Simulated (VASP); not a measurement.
# Hf2N (P4_2/mnm) in VASP: single point with LDA

Aim: the single point of Hf2N with LDA.

All numbers are computed with VASP 6.6.1; they aren't measurements. Logs are shortened: lines on timing, memory, paths and dates and some standing lists are left out, and cuts for length are marked.

**1. The cell of the first run**

Symmetry: P4_2/mnm, No. 136, tetragonal system. Conventional cell: a = 5.252 Å, b = 5.252 Å, c = 3.201 Å, α = 90.00°, β = 90.00°, γ = 90.00°. Within 2.9 Å of Hf (site symmetry m2m) lie 3 N at 2.19 to 2.21 Å. N (site symmetry mmm) has 6 Hf at 2.19 to 2.21 Å within 2.9 Å.

**2. Single point, LDA**

File INCAR:

```
SYSTEM = Hf2N
  PREC = Accurate
  ENCUT = 520
  EDIFF = 1E-7
  ISMEAR = -1
  SIGMA = 0.15
  LREAL = .FALSE.
  LASPH = .TRUE.
  NELM = 100
  ALGO = Normal
  ISIF = 2
  LWAVE = .FALSE.
  LCHARG = .TRUE.
  GGA = CA
  LELF = .TRUE.
  LVHAR = .TRUE.
  NBANDS = 34
```

File KPOINTS:

```
regular mesh
0
G
  8 8 12
  0 0 0
```

File POSCAR:

```
Hf2N
1.0
    5.2524320376      0.0000000000      0.0000000000
    0.0000000000      5.2524320376      0.0000000000
    0.0000000000      0.0000000000      3.2014546029
Hf N
4 2
Direct
    0.2952757076      0.2952757076      0.0000000000
    0.7047242924      0.7047242924      0.0000000000
    0.7952757076      0.2047242924      0.5000000000
    0.2047242924      0.7952757076      0.5000000000
    0.0000000000      0.0000000000      0.0000000000
    0.5000000000      0.5000000000      0.5000000000
```

Potentials or basis: VASP PAW LDA potentials, release 64 (Hf_pv, N).

Command:

```console
cat potpaw_LDA.64/Hf_pv/POTCAR potpaw_LDA.64/N/POTCAR > POTCAR
mpirun -np 1 vasp_std > vasp.out
```

OUTCAR:

```text
SYSTEM = Hf2N
   PREC = Accurate
   ENCUT = 520
   EDIFF = 1E-7
   ISMEAR = -1
   LREAL = .FALSE.
   LASPH = .TRUE.
   NELM = 100
   ISIF = 2
   GGA = CA

 ion  position               nearest neighbor table
   1  0.295  0.295  0.000-   5 2.19   6 2.21   6 2.21   2 3.04   4 3.11   3 3.11   4 3.11   3 3.11
                             4 3.11   4 3.11   3 3.11   3 3.11   2 3.77   2 3.77
   2  0.705  0.705  0.000-   5 2.19   6 2.21   6 2.21   1 3.04   4 3.11   3 3.11   4 3.11   3 3.11
                             3 3.11   3 3.11   4 3.11   4 3.11   1 3.77   1 3.77
   3  0.795  0.205  0.500-   6 2.19   5 2.21   5 2.21   4 3.04   1 3.11   1 3.11   2 3.11   2 3.11
                             2 3.11   2 3.11   1 3.11   1 3.11   4 3.77   4 3.77
   4  0.205  0.795  0.500-   6 2.19   5 2.21   5 2.21   3 3.04   1 3.11   1 3.11   2 3.11   2 3.11
                             1 3.11   1 3.11   2 3.11   2 3.11   3 3.77   3 3.77
   5  0.000  0.000  0.000-   1 2.19   2 2.19   3 2.21   4 2.21   3 2.21   4 2.21
   6  0.500  0.500  0.500-   3 2.19   4 2.19   1 2.21   2 2.21   1 2.21   2 2.21

  LATTYP: Found a simple tetragonal cell.
 ALAT       =     5.2524320376
 C/A-ratio  =     0.6095185202

  Lattice vectors:

 A1 = (   5.2524320376,   0.0000000000,   0.0000000000)
 A2 = (   0.0000000000,   5.2524320376,   0.0000000000)
 A3 = (   0.0000000000,   0.0000000000,   3.2014546029)

Analysis of symmetry for initial positions (statically):
=====================================================================
 Subroutine PRICEL returns:
 Original cell was already a primitive cell.

 Routine SETGRP: Setting up the symmetry group for a
 simple tetragonal supercell.

 Subroutine GETGRP returns: Found 16 space group operations
 (whereof  8 operations were pure point group operations)
 out of a pool of 16 trial point group operations.

The static configuration has the point symmetry D_2h.
 The point group associated with its full space group is D_4h.

Analysis of symmetry for dynamics (positions and initial velocities):
=====================================================================
 Subroutine PRICEL returns:
 Original cell was already a primitive cell.

 Routine SETGRP: Setting up the symmetry group for a
 simple tetragonal supercell.

 Subroutine GETGRP returns: Found 16 space group operations
 (whereof  8 operations were pure point group operations)
 out of a pool of 16 trial point group operations.

The dynamic configuration has the point symmetry D_2h.
 The point group associated with its full space group is D_4h.

 Subroutine INISYM returns: Found 16 space group operations
 (whereof  8 operations are pure point group operations),
[... 109 lines left out ...]
   NFREE  =      0    steps in history (QN), initial steepest desc. (CG)
   ISIF   =      2    stress and relaxation
   ISYM   =      2    0-nonsym 1-usesym 2-fastsym
   POTIM  = 0.5000    time-step for ionic-motion
   TEBEG  =    0.0;   TEEND  =   0.0 temperature during run
   PSTRESS=    0.0 pullay stress
   NELECT =      50.0000    total number of electrons
   NUPDOWN=      -1.0000    fix difference up-down
   EMIN   =  10.00;   EMAX   =-10.00  energy-range for DOS
   EFERMI =   0.00;   METHOD = LEGACY
   ISMEAR =    -1;   SIGMA  =   0.15  broadening in eV -4-tet -1-fermi 0-gaus
   EFERMI_NEDOS =   21; number of points for ismear=-14 and -15
   IALGO  =     38    algorithm
   IMIX   =      4    mixing-type and parameters
     AMIX     =   0.40;   BMIX     =  1.00
     AMIX_MAG =   1.60;   BMIX_MAG =  1.00
  volume/ion in A,a.u.               =      14.72        99.34
  Fermi-wavevector in a.u.,A,eV,Ry     =   1.354281  2.559220 24.954129  1.834077
  Thomas-Fermi vector in A             =   2.481466
   LORBIT       =      0    0 simple, 1 ext, 2 COOP (PROOUT), +10 PAW based schemes
   GGA     = CA    functional components
   LHFCALC =     F    Hartree Fock is set to
   AEXX    =    0.0000 exact exchange contribution
   IVDW    =     0    specifies the selected vdW correction
   LEPSILON=     F    determine dielectric tensor
   LRPA    =     F    only Hartree local field effects (RPA)
 non-spin polarized calculation
  energy-cutoff  :      520.00
  volume of cell :       88.32
 maximum number of plane-waves:      2412
 NGX is ok and might be reduce to    40
   NGX = 19   NGY = 19   NGZ = 11

 number of electron      50.0000008 magnetization

 Free energy of the ion-electron system (eV)
  ---------------------------------------------------
  ext. energy  EPLUGINS =         0.00000000
  ---------------------------------------------------
  free energy    TOTEN  =       -69.68715802 eV

  energy without entropy =      -69.49861979  energy(sigma->0) =      -69.59288890

 E-fermi :   6.1006     XC(G=0): -12.3596

 val. band max:        6.0993734231   @ k =   0.2500   0.2500   0.3333
 cond. band min:       6.1072825010   @ k =   0.2500   0.2500   0.2500
 fundamental gap:      0.0079090779
 Fermi energy:         6.1005963723

 k-point     1 :       0.0000    0.0000    0.0000
  band No.  band energies     occupation
      1     -24.9540      2.00000
      2     -24.3799      2.00000
      3     -24.3116      2.00000
      4     -24.3116      2.00000
      5     -24.0556      2.00000
      6     -23.8819      2.00000
[... 877 lines left out ...]
     33      10.2208      0.00000
     34      10.2208      0.00000

 [... further k-points ...]

------------------------ aborting loop because EDIFF is reached ----------------------------------------

  FORCE on cell =-STRESS in cart. coord.  units (eV):
  Direction    XX          YY          ZZ          XY          YZ          ZX
  --------------------------------------------------------------------------------------
  -------------------------------------------------------------------------------------
  Total       -0.0889693     -0.0889693     -0.1698557     -0.0000000      0.0000000      0.0000000
  in kB       -1.6139210     -1.6139210     -3.0812186     -0.0000000      0.0000000      0.0000000
  external PRESSURE =      -2.1030202 kB  Pullay stress =       0.0000000 kB

 VOLUME and BASIS-vectors are now :
 -----------------------------------------------------------------------------
  energy-cutoff  :      520.00
  volume of cell :       88.32
      direct lattice vectors                 reciprocal lattice vectors
     5.252432038  0.000000000  0.000000000     0.190387994  0.000000000  0.000000000
     0.000000000  5.252432038  0.000000000     0.000000000  0.190387994  0.000000000
     0.000000000  0.000000000  3.201454603     0.000000000  0.000000000  0.312358013

 POSITION                                       TOTAL-FORCE (eV/Angst)
 -----------------------------------------------------------------------------------
      1.55092      1.55092      0.00000         0.002401      0.002401      0.000000
      3.70152      3.70152      0.00000        -0.002401     -0.002401     -0.000000
      4.17713      1.07530      1.60073         0.002401     -0.002401     -0.000000
      1.07530      4.17713      1.60073        -0.002401      0.002401      0.000000
      0.00000      0.00000      0.00000         0.000000      0.000000      0.000000
      2.62622      2.62622      1.60073         0.000000      0.000000      0.000000
 -----------------------------------------------------------------------------------
    total drift:                               -0.000000      0.000000     -0.000000

  FREE ENERGIE OF THE ION-ELECTRON SYSTEM (eV)
  ---------------------------------------------------
  free  energy   TOTEN  =       -69.6871580155 eV

  energy  without entropy=      -69.4986197904  energy(sigma->0) =      -69.59288890
```

stdout:

```text
POSCAR found type information on POSCAR HfN
 POSCAR found :  2 types and       6 ions
 scaLAPACK will be used
 LDA part: xc-table for (Slater(with rela. corr.)+CA(PZ))
 , standard interpolation
 POSCAR, INCAR and KPOINTS ok, starting setup
 FFT: planning ... GRIDC
 FFT: planning ... GRID_SOFT
 FFT: planning ... GRID
 WAVECAR not read
 entering main loop
```

It took 7.6 min on 1 thread of Intel Xeon 8259CL, shared host; peak memory 0.34 GiB.

What came out:

```
Free energy            : -69.6872 eV
Pressure               : -0.2 GPa
Largest force          : 0.003 eV/Å
Band gap on the k mesh : zero (bands 25 and 26 overlap by 2.78 eV)
```

Forces on the atoms (eV/Å):
```
Hf   0.002  0.002  0.000
Hf  -0.002 -0.002  0.000
Hf   0.002 -0.002  0.000
Hf  -0.002  0.002  0.000
N    0.000  0.000  0.000
N    0.000  0.000  0.000
```

Stress tensor (GPa, compression positive):
```
-0.16  0.00  0.00
 0.00 -0.16  0.00
 0.00  0.00 -0.31
```

Caveat: spin-orbit coupling is left out, which moves the levels of the heavy elements.
